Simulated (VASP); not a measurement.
# Ir (Fm-3m) in VASP: notebook, part 2 of 2

VASP 6.6.1.

### 4 Single point, r2SCAN

This run uses another cell than the first one, of 13.22 Å³/atom, 0.918 times its volume.

Contents of POSCAR:

```
Ir
1.0
    0.0000000000      1.8764951499      1.8764951499
    1.8764951499      0.0000000000      1.8764951499
    1.8764951499      1.8764951499      0.0000000000
Ir
1
Direct
    0.0000000000      0.0000000000      0.0000000000
```

Contents of INCAR.step1:

```
PREC = Accurate
ENCUT = 550
ISMEAR = -1
SIGMA = 0.05
LREAL = F
LASPH = T
NELM = 120
NBANDS = 14
GGA = PE
ALGO = Normal
EDIFF = 1E-5
LWAVE = T
LCHARG = F
GGA_COMPAT = F
```

Contents of INCAR.step2:

```
PREC = Accurate
ENCUT = 550
EDIFF = 1E-6
ISMEAR = -1
SIGMA = 0.05
LREAL = F
LASPH = T
NELM = 120
ALGO = Normal
ISIF = 2
LWAVE = F
LCHARG = F
METAGGA = R2SCAN
LMIXTAU = T
NBANDS = 14
ISTART = 1
GGA_COMPAT = F
```

Contents of KPOINTS:

```
regular mesh
0
Gamma
  12 12 12
```

Potentials or basis: VASP PAW PBE potentials, release 64 (Ir_sv_GW).

Run with:

```console
cat potpaw_PBE.64/Ir_sv_GW/POTCAR > POTCAR
cp INCAR.step1 INCAR
mpirun -np 1 vasp_std > vasp.out
cp INCAR.step2 INCAR
mpirun -np 1 vasp_std > vasp.out
```

OUTCAR:

```text
PREC = Accurate
   ENCUT = 550
   EDIFF = 1E-6
   ISMEAR = -1
   LREAL = F
   LASPH = T
   NELM = 120
   ISIF = 2
   METAGGA = R2SCAN
   ISTART = 1

 ion  position               nearest neighbor table
   1  0.000  0.000  0.000-

  LATTYP: Found a face centered cubic cell.
 ALAT       =     3.7529902998

  Lattice vectors:

 A1 = (   0.0000000000,   1.8764951499,   1.8764951499)
 A2 = (   1.8764951499,   0.0000000000,   1.8764951499)
 A3 = (   1.8764951499,   1.8764951499,   0.0000000000)

Analysis of symmetry for initial positions (statically):
[... 5 lines left out ...]
 face centered cubic supercell.

 Subroutine GETGRP returns: Found 48 space group operations
 (whereof 48 operations were pure point group operations)
 out of a pool of 48 trial point group operations.

The static configuration has the point symmetry O_h .

Analysis of symmetry for dynamics (positions and initial velocities):
[... 5 lines left out ...]
 face centered cubic supercell.

 Subroutine GETGRP returns: Found 48 space group operations
 (whereof 48 operations were pure point group operations)
 out of a pool of 48 trial point group operations.

The dynamic configuration has the point symmetry O_h .

 Subroutine INISYM returns: Found 48 space group operations
 (whereof 48 operations are pure point group operations),
 and found     1 'primitive' translations

----------------------------------------------------------------------------------------

                                     Primitive cell

  volume of cell :      13.2152

  direct lattice vectors                    reciprocal lattice vectors
     0.000000000  1.876495150  1.876495150    -0.266454193  0.266454193  0.266454193
     1.876495150  0.000000000  1.876495150     0.266454193 -0.266454193  0.266454193
     1.876495150  1.876495150  0.000000000     0.266454193  0.266454193 -0.266454193

  length of vectors
     2.653764891  2.653764891  2.653764891     0.461512199  0.461512199  0.461512199

  position of ions in fractional coordinates (direct lattice)
     0.000000000  0.000000000  0.000000000

  ion indices of the primitive-cell ions
   primitive index   ion index
                 1           1

----------------------------------------------------------------------------------------

 KPOINTS: regular mesh

Automatic generation of k-mesh.
 Grid dimensions read from file:
 generate k-points for:   12   12   12

 Generating k-lattice:

  Cartesian coordinates                     Fractional coordinates (reciprocal lattice)
    -0.022204516  0.022204516  0.022204516     0.083333333  0.000000000  0.000000000
     0.022204516 -0.022204516  0.022204516     0.000000000  0.083333333  0.000000000
     0.022204516  0.022204516 -0.022204516     0.000000000  0.000000000  0.083333333

  Length of vectors
     0.038459350  0.038459350  0.038459350

  Shift w.r.t. Gamma in fractional coordinates (k-lattice)
     0.000000000  0.000000000  0.000000000

 Subroutine IBZKPT returns following result:
 ===========================================

 Found     72 irreducible k-points:

 Following reciprocal coordinates:
            Coordinates               Weight
  0.000000  0.000000  0.000000      1.000000
  0.083333  0.000000  0.000000      8.000000
  0.166667  0.000000  0.000000      8.000000
  0.250000  0.000000  0.000000      8.000000
  0.333333  0.000000  0.000000      8.000000
  0.416667  0.000000  0.000000      8.000000
[... 16 lines left out ...]
  0.500000  0.166667  0.000000     24.000000
 -0.416667  0.166667  0.000000     24.000000
 [... further k-points ...]
   k-points           NKPTS =     72   k-points in BZ     NKDIM =     72   number of bands    NBANDS=     14
   number of dos      NEDOS =    301   number of ions     NIONS =      1
   total plane-waves  NPLWV =   8000
   dimension x,y,z NGX =    20 NGY =   20 NGZ =   20
   dimension x,y,z NGXF=    40 NGYF=   40 NGZF=   40
   ions per type =               1
   NGX,Y,Z   is equivalent  to a cutoff of  12.53, 12.53, 12.53 a.u.
   NGXF,Y,Z  is equivalent  to a cutoff of  25.06, 25.06, 25.06 a.u.
 SYSTEM =  unknown system
   PREC   = accura    normal or accurate (medium, high low for compatibility)
   ISTART =      1    job   : 0-new  1-cont  2-samecut
   ICHARG =      0    charge: 1-file 2-atom 10-const
   ISPIN  =      1    spin polarized calculation?
   LNONCOLLINEAR =      F non collinear calculations
   LSORBIT =      F    spin-orbit coupling
   LASPH  =      T    aspherical Exc in radial PAW
   ENCUT  =  550.0 eV  40.42 Ry    6.36 a.u.   5.07  5.07  5.07*2*pi/ulx,y,z
   NELM   =    120;   NELMIN=  2; NELMDL=  0     # of ELM steps
   EDIFF  = 0.1E-05   stopping-criterion for ELM
   LREAL  =      F    real-space projection
   EDIFFG = 0.1E-04   stopping-criterion for IOM
   NSW    =      0    number of steps for IOM
   IBRION =     -1    ionic relax: 0-MD 1-quasi-New 2-CG
   NFREE  =      0    steps in history (QN), initial steepest desc. (CG)
   ISIF   =      2    stress and relaxation
   ISYM   =      2    0-nonsym 1-usesym 2-fastsym
   POTIM  = 0.5000    time-step for ionic-motion
   TEBEG  =    0.0;   TEEND  =   0.0 temperature during run
   PSTRESS=    0.0 pullay stress
   NELECT =      17.0000    total number of electrons
   NUPDOWN=      -1.0000    fix difference up-down
   EMIN   =  10.00;   EMAX   =-10.00  energy-range for DOS
[... 5 lines left out ...]
     AMIX     =   0.40;   BMIX     =  1.00
     AMIX_MAG =   1.60;   BMIX_MAG =  1.00
  volume/ion in A,a.u.               =      13.22        89.18
  Fermi-wavevector in a.u.,A,eV,Ry     =   1.780466  3.364593 43.131275  3.170059
  Thomas-Fermi vector in A             =   2.845252
   LORBIT       =      0    0 simple, 1 ext, 2 COOP (PROOUT), +10 PAW based schemes
   METAGGA = R2SCAN    functional components
   LHFCALC =     F    Hartree Fock is set to
   AEXX    =    0.0000 exact exchange contribution
   IVDW    =     0    specifies the selected vdW correction
   LEPSILON=     F    determine dielectric tensor
   LRPA    =     F    only Hartree local field effects (RPA)
 non-spin polarized calculation
  energy-cutoff  :      550.00
  volume of cell :       13.22
 maximum number of plane-waves:       399
   NGX = 11   NGY = 11   NGZ = 11

 number of electron      17.0000000 magnetization

 Free energy of the ion-electron system (eV)
  ---------------------------------------------------
  ext. energy  EPLUGINS =         0.00000000
  ---------------------------------------------------
  free energy    TOTEN  =       -52.83443421 eV

  energy without entropy =      -52.83037177  energy(sigma->0) =      -52.83240299

 E-fermi :  14.0802     XC(G=0): -16.4137

 val. band max:       14.0725681536   @ k =  -0.2500   0.0833   0.0000
 cond. band min:      14.0842468013   @ k =  -0.3333   0.3333   0.0000
 fundamental gap:      0.0116786477
 Fermi energy:        14.0802245168

 k-point     1 :       0.0000    0.0000    0.0000
  band No.  band energies     occupation
      1     -81.2372      2.00000
      2     -36.9549      2.00000
      3     -36.9549      2.00000
      4     -36.9549      2.00000
      5       1.7821      2.00000
      6       9.5983      2.00000
      7       9.5983      2.00000
      8       9.5983      2.00000
      9      12.6255      2.00000
     10      12.6255      2.00000
     11      28.0629      0.00000
     12      34.2590      0.00000
     13      34.2590      0.00000
     14      34.2590      0.00000

 k-point     2 :       0.0833    0.0000    0.0000
  band No.  band energies     occupation
      1     -81.2298      2.00000
      2     -37.0298      2.00000
      3     -36.9645      2.00000
      4     -36.9645      2.00000
      5       2.1285      2.00000
      6       9.4087      2.00000
      7       9.7457      2.00000
      8       9.7457      2.00000
      9      12.5274      2.00000
     10      12.5274      2.00000
     11      28.6725      0.00000
     12      32.9569      0.00000
     13      34.8501      0.00000
     14      34.8501      0.00000
[... 343 lines left out ...]
      1     -81.1269      2.00000
      2     -37.9218      2.00000
      3     -37.2649      2.00000
      4     -37.1656      2.00000
      5       5.8545      2.00000
      6       8.5236      2.00000
      7      10.2893      2.00000
      8      10.4938      2.00000
      9      15.1978      0.00000
     10      17.6490      0.00000
     11      22.6515      0.00000
     12      29.9775      0.00000
     13      33.4425      0.00000
     14      34.2202      0.00000

 k-point    24 :      -0.4167    0.1667    0.0000
  band No.  band energies     occupation
      1     -81.1254      2.00000
      2     -37.9313      2.00000
      3     -37.3006      2.00000
      4     -37.1438      2.00000
      5       5.9350      2.00000
      6       8.5502      2.00000
      7      10.3582      2.00000
      8      10.6756      2.00000
      9      14.5773      0.00010
     10      18.3200      0.00000
     11      22.3579      0.00000
     12      29.8840      0.00000
     13      32.6415      0.00000
     14      34.7644      0.00000

 [... further k-points ...]
[... 5 lines left out ...]
  --------------------------------------------------------------------------------------
  -------------------------------------------------------------------------------------
  Total        2.4600610      2.4600610      2.4600610     -0.0000000      0.0000000     -0.0000000
  in kB      298.2525187    298.2525187    298.2525187     -0.0000000      0.0000000     -0.0000000
  external PRESSURE =     298.2525187 kB  Pullay stress =       0.0000000 kB

 VOLUME and BASIS-vectors are now :
 -----------------------------------------------------------------------------
  energy-cutoff  :      550.00
  volume of cell :       13.22
      direct lattice vectors                 reciprocal lattice vectors
     0.000000000  1.876495150  1.876495150    -0.266454193  0.266454193  0.266454193
     1.876495150  0.000000000  1.876495150     0.266454193 -0.266454193  0.266454193
     1.876495150  1.876495150  0.000000000     0.266454193  0.266454193 -0.266454193

 POSITION                                       TOTAL-FORCE (eV/Angst)
 -----------------------------------------------------------------------------------
      0.00000      0.00000      0.00000         0.000000      0.000000      0.000000
 -----------------------------------------------------------------------------------
    total drift:                               -0.000000     -0.000000     -0.000000

  FREE ENERGIE OF THE ION-ELECTRON SYSTEM (eV)
  ---------------------------------------------------
  free  energy   TOTEN  =       -52.8344342121 eV

  energy  without entropy=      -52.8303717653  energy(sigma->0) =      -52.83240299
```

OSZICAR.step1:

```text
N       E                     dE             d eps       ncg     rms          rms(c)
DAV:   1     0.113621337365E+03    0.11362E+03   -0.12034E+04  2086   0.133E+03
DAV:   2    -0.864956214883E+01   -0.12227E+03   -0.11722E+03  2520   0.402E+02
DAV:   3    -0.102675074728E+02   -0.16179E+01   -0.16158E+01  2202   0.439E+01
DAV:   4    -0.102697827424E+02   -0.22753E-02   -0.22752E-02  2418   0.205E+00
DAV:   5    -0.102697874001E+02   -0.46577E-05   -0.46569E-05  2202   0.859E-02    0.742E+01
DAV:   6    -0.939170285357E+01    0.87808E+00   -0.11143E+00  2124   0.117E+01    0.403E+01
DAV:   7    -0.931052272918E+01    0.81180E-01   -0.42949E-01  2268   0.684E+00    0.587E+00
DAV:   8    -0.929279226020E+01    0.17730E-01   -0.65108E-02  2058   0.321E+00    0.568E-01
DAV:   9    -0.929280194553E+01   -0.96853E-05   -0.75972E-04  2208   0.337E-01    0.221E-01
DAV:  10    -0.929272467736E+01    0.77268E-04   -0.12893E-04  2202   0.164E-01    0.143E-01
DAV:  11    -0.929272426456E+01    0.41280E-06   -0.67297E-06  1050   0.334E-02
   1 F= -.92927243E+01 E0= -.92906360E+01  d E =-.417646E-02
```

Run time: 67 s. Hardware: 1 thread of AMD EPYC 7R13 (Zen 3), shared host; peak memory 0.11 GiB.

What came out:

```
Free energy : -52.8344 eV
Pressure    : 29.8 GPa
```

Caveat: the PAW data sets were made with another functional, which shifts forces and pressure a little; spin-orbit coupling is left out, which moves the levels of the heavy elements.

### 5 Single point, LDA

This run uses another cell than the first one, of 14.34 Å³/atom, 0.997 times its volume.

Contents of INCAR:

```
SYSTEM = Ir
PREC = Accurate
ENCUT = 500
EDIFF = 1E-6
ISMEAR = -1
SIGMA = 0.05
LREAL = .FALSE.
LASPH = .TRUE.
NELM = 120
ALGO = Normal
ISIF = 2
LWAVE = .FALSE.
LCHARG = .FALSE.
NBANDS = 14
GGA_COMPAT = .FALSE.
```

Contents of KPOINTS:

```
regular mesh
0
G
  12 12 12
  0 0 0
```

Contents of POSCAR:

```
Ir
1.0
    0.0000000000      1.9282864624      1.9282864624
    1.9282864624      0.0000000000      1.9282864624
    1.9282864624      1.9282864624      0.0000000000
Ir
1
Direct
    0.0000000000      0.0000000000      0.0000000000
```

Potentials or basis: VASP PAW LDA potentials, release 64 (Ir_sv_GW).

Run with:

```console
cat potpaw_LDA.64/Ir_sv_GW/POTCAR > POTCAR
mpirun -np 1 vasp_std > vasp.out
```

It took 8.7 s on 1 thread of AMD EPYC 9R14 (Zen 4), shared host; peak memory 0.1 GiB.

It converged, with:

```
Free energy : -10.9041 eV
Pressure    : -15.4 GPa
```

Levels at points of the mesh, in eV from the Fermi level:
```
           k point  band 5  band 6  band 7  band 8  band 9  band 10  band 11  band 12
(0.00, 0.00, 0.00)  -10.97   -3.86   -3.86   -3.86   -1.20    -1.20    13.66    19.06
(0.50, 0.00, 0.00)   -7.99   -3.95   -3.95   -0.70    0.85     0.85     7.12    13.32
(0.50, 0.50, 0.00)   -7.79   -7.24    0.84    1.41    1.41     1.71    10.33    11.40
```

Caveat: spin-orbit coupling is left out, which moves the levels of the heavy elements.

### 6 Overview

| level | potentials or basis | cell | cutoff (eV) | gap on the mesh (eV) | pressure (GPa) |
| --- | --- | --- | --- | --- | --- |
| BLYP+D4 | VASP PAW PBE potentials, release 64 (Ir_sv_GW) | a = 2.730 Å, angles 60.0°, 1 atom | 500 | none | -1.4 |
| PBEsol | VASP PAW PBE potentials, release 64 (Ir_sv_GW) | a = 2.707 Å, angles 60.0°, 1 atom | 500 | none | -3.3 |
| r2SCAN | VASP PAW PBE potentials, release 64 (Ir_sv_GW) | a = 2.654 Å, angles 60.0°, 1 atom | 550 | none | 29.8 |
| LDA | VASP PAW LDA potentials, release 64 (Ir_sv_GW) | a = 2.727 Å, angles 60.0°, 1 atom | 500 | none | -15.4 |

Alike in all rows: task single point; no spin polarisation; k mesh 12 × 12 × 12; smearing fermi-dirac 0.05 eV.

Caveats: spin-orbit coupling is left out, which moves the levels of the heavy elements; the PAW data sets were made with another functional, which shifts forces and pressure a little (some runs); pairwise dispersion overbinds metals, which lowers pressure and volume (some runs).

Total energies depend on the potentials used, so only differences within one code and one set of settings carry meaning.
